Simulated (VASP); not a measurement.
# Rb (Im-3m) in VASP: a series of runs

Runs on Rb. Level: PBE. Tasks: single point.

Program: VASP 6.6.1. These are calculated values, not measurements. Logs are shortened: lines on timing, memory, paths and dates and some standing lists are left out, and cuts for length are marked.

## (1) The cell of the first run

Symmetry: Im-3m, No. 229, cubic system. Conventional cell: a = 5.498 Å, b = 5.498 Å, c = 5.498 Å, α = 90.00°, β = 90.00°, γ = 90.00°.

## (2) Single point, PBE (volume scaled by 0.9405)

INCAR reads:

```
PREC = Accurate ; ENCUT = 520
EDIFF = 1E-7 ; ISMEAR = -1
SIGMA = 0.05 ; LREAL = F
LASPH = T ; NELM = 100
ALGO = Normal ; ISIF = 2
LWAVE = F ; LCHARG = F
GGA = PE ; NBANDS = 10
```

KPOINTS reads:

```
regular mesh
0
Gamma
  8 8 8
```

POSCAR reads:

```
Rb
1.0
   -2.7492058961      2.7492058961      2.7492058961
    2.7492058961     -2.7492058961      2.7492058961
    2.7492058961      2.7492058961     -2.7492058961
Rb
1
Direct
    0.0000000000      0.0000000000      0.0000000000
```

Potentials or basis: VASP PAW PBE potentials, release 64 (Rb_sv).

The run is started by

```
$ cat potpaw_PBE.64/Rb_sv/POTCAR > POTCAR
$ mpirun -np 1 vasp_std > vasp.out
```

OUTCAR:

```text
PREC = Accurate
   ENCUT = 520
   EDIFF = 1E-7
   ISMEAR = -1
   LREAL = F
   LASPH = T
   NELM = 100
   ISIF = 2
   GGA = PE

 ion  position               nearest neighbor table
   1  0.000  0.000  0.000-

  LATTYP: Found a body centered cubic cell.
 ALAT       =     5.4984117922

  Lattice vectors:

 A1 = (  -2.7492058961,   2.7492058961,   2.7492058961)
 A2 = (   2.7492058961,  -2.7492058961,   2.7492058961)
 A3 = (   2.7492058961,   2.7492058961,  -2.7492058961)

Analysis of symmetry for initial positions (statically):
=====================================================================
 Subroutine PRICEL returns:
 Original cell was already a primitive cell.

 Routine SETGRP: Setting up the symmetry group for a
 body centered cubic supercell.

 Subroutine GETGRP returns: Found 48 space group operations
 (whereof 48 operations were pure point group operations)
 out of a pool of 48 trial point group operations.

The static configuration has the point symmetry O_h .

Analysis of symmetry for dynamics (positions and initial velocities):
=====================================================================
 Subroutine PRICEL returns:
 Original cell was already a primitive cell.

 Routine SETGRP: Setting up the symmetry group for a
 body centered cubic supercell.

 Subroutine GETGRP returns: Found 48 space group operations
 (whereof 48 operations were pure point group operations)
 out of a pool of 48 trial point group operations.

The dynamic configuration has the point symmetry O_h .

 Subroutine INISYM returns: Found 48 space group operations
 (whereof 48 operations are pure point group operations),
 and found     1 'primitive' translations

----------------------------------------------------------------------------------------

                                     Primitive cell

  volume of cell :      83.1155

  direct lattice vectors                    reciprocal lattice vectors
    -2.749205896  2.749205896  2.749205896     0.000000000  0.181870700  0.181870700
     2.749205896 -2.749205896  2.749205896     0.181870700  0.000000000  0.181870700
     2.749205896  2.749205896 -2.749205896     0.181870700  0.181870700  0.000000000

  length of vectors
     4.761764293  4.761764293  4.761764293     0.257204010  0.257204010  0.257204010

  position of ions in fractional coordinates (direct lattice)
     0.000000000  0.000000000  0.000000000

  ion indices of the primitive-cell ions
   primitive index   ion index
                 1           1

----------------------------------------------------------------------------------------

 KPOINTS: regular mesh

Automatic generation of k-mesh.
 Grid dimensions read from file:
 generate k-points for:    8    8    8

 Generating k-lattice:

  Cartesian coordinates                     Fractional coordinates (reciprocal lattice)
     0.000000000  0.022733837  0.022733837     0.125000000  0.000000000  0.000000000
     0.022733837  0.000000000  0.022733837     0.000000000  0.125000000  0.000000000
     0.022733837  0.022733837  0.000000000     0.000000000  0.000000000  0.125000000

  Length of vectors
     0.032150501  0.032150501  0.032150501

  Shift w.r.t. Gamma in fractional coordinates (k-lattice)
     0.000000000  0.000000000  0.000000000

 Subroutine IBZKPT returns following result:
 ===========================================

 Found     29 irreducible k-points:

 Following reciprocal coordinates:
            Coordinates               Weight
  0.000000  0.000000  0.000000      1.000000
  0.125000  0.000000  0.000000     12.000000
  0.250000  0.000000  0.000000     12.000000
  0.375000  0.000000  0.000000     12.000000
  0.500000  0.000000  0.000000      6.000000
  0.125000  0.125000  0.000000     24.000000
[... 16 lines left out ...]
 -0.250000  0.250000  0.250000      6.000000
 -0.375000  0.375000  0.250000     24.000000
 [... further k-points ...]
   k-points           NKPTS =     29   k-points in BZ     NKDIM =     29   number of bands    NBANDS=     10
   number of dos      NEDOS =    301   number of ions     NIONS =      1
   total plane-waves  NPLWV =  46656
   dimension x,y,z NGX =    36 NGY =   36 NGZ =   36
   dimension x,y,z NGXF=    72 NGYF=   72 NGZF=   72
   ions per type =               1
   NGX,Y,Z   is equivalent  to a cutoff of  12.57, 12.57, 12.57 a.u.
   NGXF,Y,Z  is equivalent  to a cutoff of  25.14, 25.14, 25.14 a.u.
 SYSTEM =  unknown system
   PREC   = accura    normal or accurate (medium, high low for compatibility)
   ISTART =      0    job   : 0-new  1-cont  2-samecut
   ICHARG =      2    charge: 1-file 2-atom 10-const
   ISPIN  =      1    spin polarized calculation?
   LNONCOLLINEAR =      F non collinear calculations
   LSORBIT =      F    spin-orbit coupling
   LASPH  =      T    aspherical Exc in radial PAW
   ENCUT  =  520.0 eV  38.22 Ry    6.18 a.u.   8.85  8.85  8.85*2*pi/ulx,y,z
   NELM   =    100;   NELMIN=  2; NELMDL= -5     # of ELM steps
   EDIFF  = 0.1E-06   stopping-criterion for ELM
   LREAL  =      F    real-space projection
   EDIFFG = 0.1E-05   stopping-criterion for IOM
   NSW    =      0    number of steps for IOM
   IBRION =     -1    ionic relax: 0-MD 1-quasi-New 2-CG
   NFREE  =      0    steps in history (QN), initial steepest desc. (CG)
   ISIF   =      2    stress and relaxation
   ISYM   =      2    0-nonsym 1-usesym 2-fastsym
   POTIM  = 0.5000    time-step for ionic-motion
   TEBEG  =    0.0;   TEEND  =   0.0 temperature during run
   PSTRESS=    0.0 pullay stress
   NELECT =       9.0000    total number of electrons
   NUPDOWN=      -1.0000    fix difference up-down
   EMIN   =  10.00;   EMAX   =-10.00  energy-range for DOS
   EFERMI =   0.00;   METHOD = LEGACY
   ISMEAR =    -1;   SIGMA  =   0.05  broadening in eV -4-tet -1-fermi 0-gaus
   EFERMI_NEDOS =   21; number of points for ismear=-14 and -15
   IALGO  =     38    algorithm
   IMIX   =      4    mixing-type and parameters
     AMIX     =   0.40;   BMIX     =  1.00
     AMIX_MAG =   1.60;   BMIX_MAG =  1.00
  volume/ion in A,a.u.               =      83.12       560.89
  Fermi-wavevector in a.u.,A,eV,Ry     =   0.780300  1.474554  8.284158  0.608868
  Thomas-Fermi vector in A             =   1.883583
   LORBIT       =      0    0 simple, 1 ext, 2 COOP (PROOUT), +10 PAW based schemes
   GGA     = PE    functional components
   LHFCALC =     F    Hartree Fock is set to
   AEXX    =    0.0000 exact exchange contribution
   IVDW    =     0    specifies the selected vdW correction
   LEPSILON=     F    determine dielectric tensor
   LRPA    =     F    only Hartree local field effects (RPA)
 non-spin polarized calculation
  energy-cutoff  :      520.00
  volume of cell :       83.12
 maximum number of plane-waves:      2256
   NGX = 17   NGY = 17   NGZ = 17

 number of electron       9.0000000 magnetization

 Free energy of the ion-electron system (eV)
  ---------------------------------------------------
  ext. energy  EPLUGINS =         0.00000000
  ---------------------------------------------------
  free energy    TOTEN  =        -0.92788320 eV

  energy without entropy =       -0.91706875  energy(sigma->0) =       -0.92247598

 E-fermi :   0.2495     XC(G=0):  -5.6894

 val. band max:        0.2126528407   @ k =   0.2500   0.2500   0.0000
 cond. band min:       0.3035542502   @ k =   0.3750   0.1250   0.0000
 fundamental gap:      0.0909014096
 Fermi energy:         0.2495026789

 k-point     1 :       0.0000    0.0000    0.0000
  band No.  band energies     occupation
      1     -28.6340      2.00000
      2     -12.6656      2.00000
      3     -12.6656      2.00000
      4     -12.6656      2.00000
      5      -1.8692      2.00000
      6       3.9868      0.00000
      7       3.9868      0.00000
      8       3.9868      0.00000
      9       4.9855      0.00000
     10       4.9855      0.00000

 k-point     2 :       0.1250    0.0000    0.0000
  band No.  band energies     occupation
      1     -28.6330      2.00000
      2     -12.6853      2.00000
      3     -12.6719      2.00000
      4     -12.6656      2.00000
      5      -1.6698      2.00000
      6       3.6572      0.00000
      7       3.7323      0.00000
      8       4.1763      0.00000
      9       4.7145      0.00000
     10       4.9225      0.00000

 k-point     3 :       0.2500    0.0000    0.0000
  band No.  band energies     occupation
      1     -28.6307      2.00000
      2     -12.7320      2.00000
      3     -12.6871      2.00000
      4     -12.6657      2.00000
      5      -1.1044      2.00000
      6       2.7357      0.00000
      7       3.2803      0.00000
      8       4.7311      0.00000
      9       4.8061      0.00000
     10       4.9071      0.00000

 k-point     4 :       0.3750    0.0000    0.0000
  band No.  band energies     occupation
      1     -28.6284      2.00000
      2     -12.7776      2.00000
      3     -12.7023      2.00000
      4     -12.6658      2.00000
      5      -0.2762      1.99995
      6       1.7881      0.00000
      7       2.9434      0.00000
      8       4.8249      0.00000
      9       5.1273      0.00000
     10       5.6095      0.00000

 k-point     5 :       0.5000    0.0000    0.0000
  band No.  band energies     occupation
      1     -28.6275      2.00000
      2     -12.7962      2.00000
      3     -12.7085      2.00000
      4     -12.6659      2.00000
      5       0.4413      0.04225
      6       1.0767      0.00000
      7       2.8237      0.00000
      8       4.6742      0.00000
      9       5.6380      0.00000
     10       5.6492      0.00000

 k-point     6 :       0.1250    0.1250    0.0000
  band No.  band energies     occupation
      1     -28.6314      2.00000
      2     -12.7174      2.00000
      3     -12.6792      2.00000
      4     -12.6703      2.00000
      5      -1.2864      2.00000
      6       3.0981      0.00000
      7       3.2998      0.00000
      8       4.5191      0.00000
      9       4.5398      0.00000
     10       5.1770      0.00000

 k-point     7 :       0.2500    0.1250    0.0000
  band No.  band energies     occupation
      1     -28.6291      2.00000
      2     -12.7583      2.00000
      3     -12.6977      2.00000
      4     -12.6722      2.00000
      5      -0.5805      2.00000
      6       2.2612      0.00000
      7       2.8787      0.00000
      8       4.6166      0.00000
      9       5.0490      0.00000
     10       5.4145      0.00000

 k-point     8 :       0.3750    0.1250    0.0000
  band No.  band energies     occupation
      1     -28.6275      2.00000
      2     -12.7858      2.00000
      3     -12.7124      2.00000
      4     -12.6727      2.00000
      5       0.3036      0.50662
      6       1.3962      0.00000
      7       2.6555      0.00000
      8       4.4769      0.00000
      9       5.4240      0.00000
     10       5.8006      0.00000

 k-point     9 :       0.2500    0.2500    0.0000
  band No.  band energies     occupation
      1     -28.6275      2.00000
      2     -12.7722      2.00000
      3     -12.7200      2.00000
      4     -12.6791      2.00000
      5       0.2127      1.35268
      6       1.8346      0.00000
      7       2.2851      0.00000
      8       4.6908      0.00000
      9       4.8178      0.00000
     10       5.6973      0.00000
[... 118 lines left out ...]
 k-point    19 :       0.5000    0.5000    0.1250
  band No.  band energies     occupation
      1     -28.6267      2.00000
      2     -12.7906      2.00000
      3     -12.7158      2.00000
      4     -12.6797      2.00000
      5       0.6459      0.00072
      6       1.1065      0.00000
      7       2.9421      0.00000
      8       3.7820      0.00000
      9       5.3609      0.00000
     10       6.5598      0.00000

 k-point    20 :      -0.3750    0.5000    0.1250
  band No.  band energies     occupation
      1     -28.6262      2.00000
      2     -12.7770      2.00000
      3     -12.7306      2.00000
      4     -12.6896      2.00000
      5       0.6146      0.00135
      6       1.5153      0.00000
      7       2.5198      0.00000
      8       3.9820      0.00000
      9       4.8997      0.00000
     10       5.7993      0.00000

 k-point    21 :      -0.3750   -0.3750    0.1250
  band No.  band energies     occupation
      1     -28.6256      2.00000
      2     -12.7601      2.00000
      3     -12.7601      2.00000
      4     -12.6912      2.00000
      5       1.3579      0.00000
      6       1.3579      0.00000
      7       1.7605      0.00000
      8       4.6229      0.00000
      9       4.6229      0.00000
     10       5.1972      0.00000

 k-point    22 :       0.2500    0.2500    0.2500
  band No.  band energies     occupation
      1     -28.6271      2.00000
      2     -12.7296      2.00000
      3     -12.7296      2.00000
      4     -12.7296      2.00000
      5       1.5531      0.00000
      6       1.5531      0.00000
      7       1.5531      0.00000
      8       3.1002      0.00000
      9       5.7650      0.00000
     10       5.7650      0.00000

 k-point    23 :      -0.2500    0.2500    0.2500
  band No.  band energies     occupation
      1     -28.6278      2.00000
      2     -12.7341      2.00000
      3     -12.7104      2.00000
      4     -12.7104      2.00000
      5      -0.4057      2.00000
      6       2.5551      0.00000
      7       3.3723      0.00000
      8       3.3723      0.00000
      9       4.8869      0.00000
     10       4.9268      0.00000

 k-point    24 :      -0.3750    0.3750    0.2500
  band No.  band energies     occupation
      1     -28.6258      2.00000
      2     -12.7627      2.00000
      3     -12.7267      2.00000
      4     -12.7140      2.00000
      5       0.3455      0.25583
      6       1.9079      0.00000
      7       3.2663      0.00000
      8       3.2944      0.00000
      9       4.4157      0.00000
     10       5.5906      0.00000

 [... further k-points ...]
[... 5 lines left out ...]
  --------------------------------------------------------------------------------------
  -------------------------------------------------------------------------------------
  Total        0.1630026      0.1630026      0.1630026     -0.0000000     -0.0000000      0.0000000
  in kB        3.1421245      3.1421245      3.1421245     -0.0000000     -0.0000000      0.0000000
  external PRESSURE =       3.1421245 kB  Pullay stress =       0.0000000 kB

 VOLUME and BASIS-vectors are now :
 -----------------------------------------------------------------------------
  energy-cutoff  :      520.00
  volume of cell :       83.12
      direct lattice vectors                 reciprocal lattice vectors
    -2.749205896  2.749205896  2.749205896     0.000000000  0.181870700  0.181870700
     2.749205896 -2.749205896  2.749205896     0.181870700  0.000000000  0.181870700
     2.749205896  2.749205896 -2.749205896     0.181870700  0.181870700  0.000000000

 POSITION                                       TOTAL-FORCE (eV/Angst)
 -----------------------------------------------------------------------------------
      0.00000      0.00000      0.00000        -0.000000      0.000000     -0.000000
 -----------------------------------------------------------------------------------
    total drift:                               -0.000000      0.000000      0.000000

  FREE ENERGIE OF THE ION-ELECTRON SYSTEM (eV)
  ---------------------------------------------------
  free  energy   TOTEN  =        -0.9278832044 eV

  energy  without entropy=       -0.9170687497  energy(sigma->0) =       -0.92247598
```

Wall time 10 s (1 thread of Intel Xeon Platinum 8488C (Sapphire Rapids), shared host); peak memory 0.2 GiB.

What came out:

- Free energy: -0.9279 eV
- Pressure: 0.3 GPa

Caveat: the cell differs from its parent crystal (volume scaled by 0.9405).

## (3) Single point, PBE (volume scaled by 0.97)

INCAR reads:

```
PREC = Accurate
ENCUT = 520
EDIFF = 1E-6
ISMEAR = -1
SIGMA = 0.05
LREAL = False
LASPH = True
NELM = 100
ALGO = Normal
ISIF = 2
LWAVE = False
LCHARG = False
GGA = PE
NBANDS = 10
```

KPOINTS is that of step 2.

POSCAR reads:

```
Rb
1.0
   -2.7776546277      2.7776546277      2.7776546277
    2.7776546277     -2.7776546277      2.7776546277
    2.7776546277      2.7776546277     -2.7776546277
Rb
1
Direct
    0.0000000000      0.0000000000      0.0000000000
```

Potentials or basis: VASP PAW PBE potentials, release 64 (Rb_sv).

The run is started by

```
$ cat potpaw_PBE.64/Rb_sv/POTCAR > POTCAR
$ mpirun -np 1 vasp_std > vasp.out
```

Run time: 9.8 s. Hardware: 1 thread of Intel Xeon Platinum 8488C (Sapphire Rapids), shared host; peak memory 0.2 GiB.

The run converged. Its results:

- Free energy: -0.9321 eV
- Pressure: 0.2 GPa

Levels at points of the mesh, in eV from the Fermi level:
```tsv
k point	band 1	band 2	band 3	band 4	band 5	band 6	band 7	band 8
(0.00, 0.00, 0.00)	-28.90	-12.93	-12.93	-12.93	-2.08	3.71	3.71	3.71
(0.50, 0.00, 0.00)	-28.89	-13.05	-12.97	-12.93	0.20	0.80	2.57	4.36
(0.50, 0.50, 0.50)	-28.89	-13.02	-13.02	-13.02	1.19	1.19	3.39	3.39
```

Caveat: the cell differs from its parent crystal (volume scaled by 0.97).

## (4) Single point, PBE

This run uses another cell than the first one, of 88.37 Å³/atom, 1.063 times its volume.

INCAR reads:

```
ALGO     = Normal         # electronic algorithm
EDIFF    = 1E-7           # SCF threshold, eV
ENCUT    = 520            # plane-wave cutoff, eV
GGA      = PE             # functional
ISIF     = 2              # what is computed and relaxed
ISMEAR   = -1             # smearing method
LASPH    = T              # aspherical terms in the spheres
LCHARG   = F              # write CHGCAR
LREAL    = F              # projectors in reciprocal space
LWAVE    = F              # write WAVECAR
NBANDS   = 10             # bands
NELM     = 100            # most SCF steps
PREC     = Accurate       # precision mode
SIGMA    = 0.05           # smearing width, eV
```

KPOINTS reads:

```
k-points
0
Gamma
  8 8 8
```

POSCAR reads:

```
Rb
1.0
   -2.8060000000      2.8060000000      2.8060000000
    2.8060000000     -2.8060000000      2.8060000000
    2.8060000000      2.8060000000     -2.8060000000
Rb
1
Direct
    0.0000000000      0.0000000000      0.0000000000
```

The run is started by

```
$ cat potpaw_PBE.64/Rb_sv/POTCAR > POTCAR
$ mpirun -np 1 vasp_std > vasp.out
```

Wall time 10 s (1 thread of Intel Xeon Platinum 8488C (Sapphire Rapids), shared host); peak memory 0.2 GiB.

The run converged. Its results:

- Free energy: -0.9346 eV
- Pressure: 0.1 GPa

Levels at points of the mesh, in eV from the Fermi level:
| k point | band 1 | band 2 | band 3 | band 4 | band 5 | band 6 | band 7 | band 8 |
| --- | --- | --- | --- | --- | --- | --- | --- | --- |
| (0.00, 0.00, 0.00) | -28.91 | -12.95 | -12.95 | -12.95 | -2.03 | 3.68 | 3.68 | 3.68 |
| (0.50, 0.00, 0.00) | -28.90 | -13.05 | -12.98 | -12.95 | 0.21 | 0.78 | 2.57 | 4.29 |
| (0.50, 0.50, 0.50) | -28.90 | -13.02 | -13.02 | -13.02 | 1.22 | 1.22 | 3.31 | 3.31 |

## (5) Summary

```csv
cell,gap on the mesh (eV),pressure (GPa)
"a = 4.762 Å, angles 109.5°, 1 atom",none,0.3
"a = 4.811 Å, angles 109.5°, 1 atom",none,0.2
"a = 4.860 Å, angles 109.5°, 1 atom",none,0.1
```

Alike in all rows: task single point; level PBE; potentials or basis VASP PAW PBE potentials, release 64 (Rb_sv); no spin polarisation; k mesh 8 × 8 × 8; cutoff (eV) 520; smearing fermi-dirac 0.05 eV.

Absolute energies hang on the potentials; compare differences alone.
